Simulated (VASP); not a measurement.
# Pt (Fm-3m) in VASP: single point with PBEsol

Aim: the single point of Pt with PBEsol.

Everything below comes from runs of VASP 6.6.1. Logs are shortened: lines on timing, memory, paths and dates and some standing lists are left out, and cuts for length are marked.

**1. The cell of the first run**

It takes space group Fm-3m (No. 225, cubic). Conventional cell: a = 3.919 Å, b = 3.919 Å, c = 3.919 Å, α = 90.00°, β = 90.00°, γ = 90.00°. Pt (site symmetry m-3m) has 12 Pt at 2.77 Å within 3.7 Å.

**2. Single point, PBEsol**

The input, INCAR:

```
SYSTEM = Pt
PREC = Accurate
ENCUT = 520
EDIFF = 1E-7
ISMEAR = -1
SIGMA = 0.13605693000000002
LREAL = .False.
LASPH = .True.
NELM = 80
ALGO = Normal
ISIF = 2
LWAVE = .False.
LCHARG = .False.
GGA = PS
NBANDS = 11
```

The input, KPOINTS:

```
regular mesh
0
Gamma
  14 14 14
  0 0 0
```

The input, POSCAR:

```
Pt
1.0
    0.0000000000      1.9596931354      1.9596931354
    1.9596931354      0.0000000000      1.9596931354
    1.9596931354      1.9596931354      0.0000000000
Pt
1
Direct
    0.0000000000      0.0000000000      0.0000000000
```

Potentials or basis: VASP PAW PBE potentials, release 64 (Pt).

Launch:

```bash
cat potpaw_PBE.64/Pt/POTCAR > POTCAR
mpirun -np 1 vasp_std > vasp.out
```

OUTCAR:

```text
SYSTEM = Pt
   PREC = Accurate
   ENCUT = 520
   EDIFF = 1E-7
   ISMEAR = -1
   LREAL = .False.
   LASPH = .True.
   NELM = 80
   ISIF = 2
   GGA = PS

 ion  position               nearest neighbor table
   1  0.000  0.000  0.000-

  LATTYP: Found a face centered cubic cell.
 ALAT       =     3.9193862708

  Lattice vectors:

 A1 = (   0.0000000000,   1.9596931354,   1.9596931354)
 A2 = (   1.9596931354,   0.0000000000,   1.9596931354)
 A3 = (   1.9596931354,   1.9596931354,   0.0000000000)

Analysis of symmetry for initial positions (statically):
=====================================================================
 Subroutine PRICEL returns:
 Original cell was already a primitive cell.

 Routine SETGRP: Setting up the symmetry group for a
 face centered cubic supercell.

 Subroutine GETGRP returns: Found 48 space group operations
 (whereof 48 operations were pure point group operations)
 out of a pool of 48 trial point group operations.

The static configuration has the point symmetry O_h .

Analysis of symmetry for dynamics (positions and initial velocities):
=====================================================================
 Subroutine PRICEL returns:
 Original cell was already a primitive cell.

 Routine SETGRP: Setting up the symmetry group for a
 face centered cubic supercell.

 Subroutine GETGRP returns: Found 48 space group operations
 (whereof 48 operations were pure point group operations)
 out of a pool of 48 trial point group operations.

The dynamic configuration has the point symmetry O_h .

 Subroutine INISYM returns: Found 48 space group operations
 (whereof 48 operations are pure point group operations),
 and found     1 'primitive' translations

----------------------------------------------------------------------------------------

                                     Primitive cell

  volume of cell :      15.0520

  direct lattice vectors                    reciprocal lattice vectors
     0.000000000  1.959693135  1.959693135    -0.255141987  0.255141987  0.255141987
     1.959693135  0.000000000  1.959693135     0.255141987 -0.255141987  0.255141987
     1.959693135  1.959693135  0.000000000     0.255141987  0.255141987 -0.255141987

  length of vectors
     2.771424610  2.771424610  2.771424610     0.441918884  0.441918884  0.441918884

  position of ions in fractional coordinates (direct lattice)
     0.000000000  0.000000000  0.000000000

  ion indices of the primitive-cell ions
   primitive index   ion index
                 1           1

----------------------------------------------------------------------------------------

 KPOINTS: regular mesh

Automatic generation of k-mesh.
 Grid dimensions read from file:
 generate k-points for:   14   14   14

 Generating k-lattice:

  Cartesian coordinates                     Fractional coordinates (reciprocal lattice)
    -0.018224428  0.018224428  0.018224428     0.071428571  0.000000000  0.000000000
     0.018224428 -0.018224428  0.018224428     0.000000000  0.071428571  0.000000000
     0.018224428  0.018224428 -0.018224428     0.000000000  0.000000000  0.071428571

  Length of vectors
     0.031565635  0.031565635  0.031565635

  Shift w.r.t. Gamma in fractional coordinates (k-lattice)
     0.000000000  0.000000000  0.000000000

 Subroutine IBZKPT returns following result:
 ===========================================

 Found    104 irreducible k-points:

 Following reciprocal coordinates:
            Coordinates               Weight
  0.000000  0.000000  0.000000      1.000000
  0.071429  0.000000  0.000000      8.000000
  0.142857  0.000000  0.000000      8.000000
  0.214286  0.000000  0.000000      8.000000
  0.285714  0.000000  0.000000      8.000000
  0.357143  0.000000  0.000000      8.000000
[... 16 lines left out ...]
  0.214286  0.142857  0.000000     24.000000
  0.285714  0.142857  0.000000     24.000000
 [... further k-points ...]
   k-points           NKPTS =    104   k-points in BZ     NKDIM =    104   number of bands    NBANDS=     11
   number of dos      NEDOS =    301   number of ions     NIONS =      1
   total plane-waves  NPLWV =  13824
   dimension x,y,z NGX =    24 NGY =   24 NGZ =   24
   dimension x,y,z NGXF=    48 NGYF=   48 NGZF=   48
   ions per type =               1
   NGX,Y,Z   is equivalent  to a cutoff of  14.40, 14.40, 14.40 a.u.
   NGXF,Y,Z  is equivalent  to a cutoff of  28.79, 28.79, 28.79 a.u.
 SYSTEM =  Pt
   PREC   = accura    normal or accurate (medium, high low for compatibility)
   ISTART =      0    job   : 0-new  1-cont  2-samecut
   ICHARG =      2    charge: 1-file 2-atom 10-const
   ISPIN  =      1    spin polarized calculation?
   LNONCOLLINEAR =      F non collinear calculations
   LSORBIT =      F    spin-orbit coupling
   LASPH  =      T    aspherical Exc in radial PAW
   ENCUT  =  520.0 eV  38.22 Ry    6.18 a.u.   5.15  5.15  5.15*2*pi/ulx,y,z
   NELM   =     80;   NELMIN=  2; NELMDL= -5     # of ELM steps
   EDIFF  = 0.1E-06   stopping-criterion for ELM
   LREAL  =      F    real-space projection
   EDIFFG = 0.1E-05   stopping-criterion for IOM
   NSW    =      0    number of steps for IOM
   IBRION =     -1    ionic relax: 0-MD 1-quasi-New 2-CG
   NFREE  =      0    steps in history (QN), initial steepest desc. (CG)
   ISIF   =      2    stress and relaxation
   ISYM   =      2    0-nonsym 1-usesym 2-fastsym
   POTIM  = 0.5000    time-step for ionic-motion
   TEBEG  =    0.0;   TEEND  =   0.0 temperature during run
   PSTRESS=    0.0 pullay stress
   NELECT =      10.0000    total number of electrons
   NUPDOWN=      -1.0000    fix difference up-down
   EMIN   =  10.00;   EMAX   =-10.00  energy-range for DOS
   EFERMI =   0.00;   METHOD = LEGACY
   ISMEAR =    -1;   SIGMA  =   0.14  broadening in eV -4-tet -1-fermi 0-gaus
   EFERMI_NEDOS =   21; number of points for ismear=-14 and -15
   IALGO  =     38    algorithm
   IMIX   =      4    mixing-type and parameters
     AMIX     =   0.40;   BMIX     =  1.00
     AMIX_MAG =   1.60;   BMIX_MAG =  1.00
  volume/ion in A,a.u.               =      15.05       101.58
  Fermi-wavevector in a.u.,A,eV,Ry     =   1.428489  2.699452 27.763770  2.040580
  Thomas-Fermi vector in A             =   2.548545
   LORBIT       =      0    0 simple, 1 ext, 2 COOP (PROOUT), +10 PAW based schemes
   GGA     = PS    functional components
   LHFCALC =     F    Hartree Fock is set to
   AEXX    =    0.0000 exact exchange contribution
   IVDW    =     0    specifies the selected vdW correction
   LEPSILON=     F    determine dielectric tensor
   LRPA    =     F    only Hartree local field effects (RPA)
 non-spin polarized calculation
  energy-cutoff  :      520.00
  volume of cell :       15.05
 maximum number of plane-waves:       420
 NGX is ok and might be reduce to    24
   NGX = 11   NGY = 11   NGZ = 11

 number of electron      10.0000000 magnetization

 Free energy of the ion-electron system (eV)
  ---------------------------------------------------
  ext. energy  EPLUGINS =         0.00000000
  ---------------------------------------------------
  free energy    TOTEN  =        -7.01922410 eV

  energy without entropy =       -6.93047502  energy(sigma->0) =       -6.97484956

 E-fermi :  11.1531     XC(G=0): -13.6391

 val. band max:       11.1418083321   @ k =   0.4286   0.1429   0.0000
 cond. band min:      11.1556648776   @ k =   0.5000   0.5000   0.0000
 fundamental gap:      0.0138565455
 Fermi energy:        11.1530898344

 k-point     1 :       0.0000    0.0000    0.0000
  band No.  band energies     occupation
      1       0.8157      2.00000
      2       7.3198      2.00000
      3       7.3198      2.00000
      4       7.3198      2.00000
      5       9.5046      1.99999
      6       9.5046      1.99999
      7      25.7528      0.00000
      8      30.7197      0.00000
      9      30.7197      0.00000
     10      30.7197      0.00000
     11      36.0239      0.00000

 k-point     2 :       0.0714    0.0000    0.0000
  band No.  band energies     occupation
      1       1.0210      2.00000
      2       7.2281      2.00000
      3       7.4011      2.00000
      4       7.4011      2.00000
      5       9.4594      1.99999
      6       9.4595      1.99999
      7      26.0721      0.00000
      8      29.6817      0.00000
      9      31.0361      0.00000
     10      31.0361      0.00000
     11      37.1414      0.00000

 k-point     3 :       0.1429    0.0000    0.0000
  band No.  band energies     occupation
      1       1.6048      2.00000
      2       7.0188      2.00000
      3       7.5903      2.00000
      4       7.5903      2.00000
      5       9.3921      2.00000
      6       9.3921      2.00000
      7      26.8725      0.00000
      8      27.7323      0.00000
      9      31.9358      0.00000
     10      31.9358      0.00000
     11      36.8320      0.00000

 k-point     4 :       0.2143    0.0000    0.0000
  band No.  band energies     occupation
      1       2.4428      2.00000
      2       6.8877      2.00000
      3       7.7138      2.00000
      4       7.7138      2.00000
      5       9.5017      1.99999
      6       9.5017      1.99999
      7      25.5664      0.00000
      8      27.5478      0.00000
      9      33.2270      0.00000
     10      33.2270      0.00000
     11      34.8712      0.00000
[... 239 lines left out ...]
 k-point    22 :       0.1429    0.1429    0.0000
  band No.  band energies     occupation
      1       1.8754      2.00000
      2       6.6609      2.00000
      3       7.8832      2.00000
      4       7.8832      2.00000
      5       8.7815      2.00000
      6       9.7858      1.99991
      7      27.3903      0.00000
      8      29.0682      0.00000
      9      30.5802      0.00000
     10      30.5802      0.00000
     11      38.4293      0.00000

 k-point    23 :       0.2143    0.1429    0.0000
  band No.  band energies     occupation
      1       2.5273      2.00000
      2       6.3841      2.00000
      3       8.0041      2.00000
      4       8.1468      2.00000
      5       8.7256      2.00000
      6       9.9490      1.99971
      7      27.6276      0.00000
      8      28.2479      0.00000
      9      30.3502      0.00000
     10      31.0513      0.00000
     11      35.8840      0.00000

 k-point    24 :       0.2857    0.1429    0.0000
  band No.  band energies     occupation
      1       3.3603      2.00000
      2       6.2409      2.00000
      3       7.6695      2.00000
      4       8.2527      2.00000
      5       9.3831      2.00000
      6      10.2769      1.99681
      7      25.3368      0.00000
      8      28.4548      0.00000
      9      30.0176      0.00000
     10      31.3819      0.00000
     11      35.3834      0.00000

 [... further k-points ...]
[... 5 lines left out ...]
  --------------------------------------------------------------------------------------
  -------------------------------------------------------------------------------------
  Total       -0.0111743     -0.0111743     -0.0111743     -0.0000000      0.0000000      0.0000000
  in kB       -1.1894220     -1.1894220     -1.1894220     -0.0000000      0.0000000      0.0000000
  external PRESSURE =      -1.1894220 kB  Pullay stress =       0.0000000 kB

 VOLUME and BASIS-vectors are now :
 -----------------------------------------------------------------------------
  energy-cutoff  :      520.00
  volume of cell :       15.05
      direct lattice vectors                 reciprocal lattice vectors
     0.000000000  1.959693135  1.959693135    -0.255141987  0.255141987  0.255141987
     1.959693135  0.000000000  1.959693135     0.255141987 -0.255141987  0.255141987
     1.959693135  1.959693135  0.000000000     0.255141987  0.255141987 -0.255141987

 POSITION                                       TOTAL-FORCE (eV/Angst)
 -----------------------------------------------------------------------------------
      0.00000      0.00000      0.00000         0.000000      0.000000      0.000000
 -----------------------------------------------------------------------------------
    total drift:                               -0.000000     -0.000000     -0.000000

  FREE ENERGIE OF THE ION-ELECTRON SYSTEM (eV)
  ---------------------------------------------------
  free  energy   TOTEN  =        -7.0192240989 eV

  energy  without entropy=       -6.9304750217  energy(sigma->0) =       -6.97484956
```

It took 32 s on 1 thread of Intel Xeon 8259CL, shared host; peak memory 0.15 GiB.

Results:

```yaml
Free_energy: -7.0192 eV
Pressure: -0.1 GPa
Band_gap_on_the_k_mesh: zero (band 5 reaches 11.64 eV, above the bottom of band 6 at 9.39 eV)
```

Caveat: the PAW data sets were made with another functional, which shifts forces and pressure a little; spin-orbit coupling is left out, which moves the levels of the heavy elements.
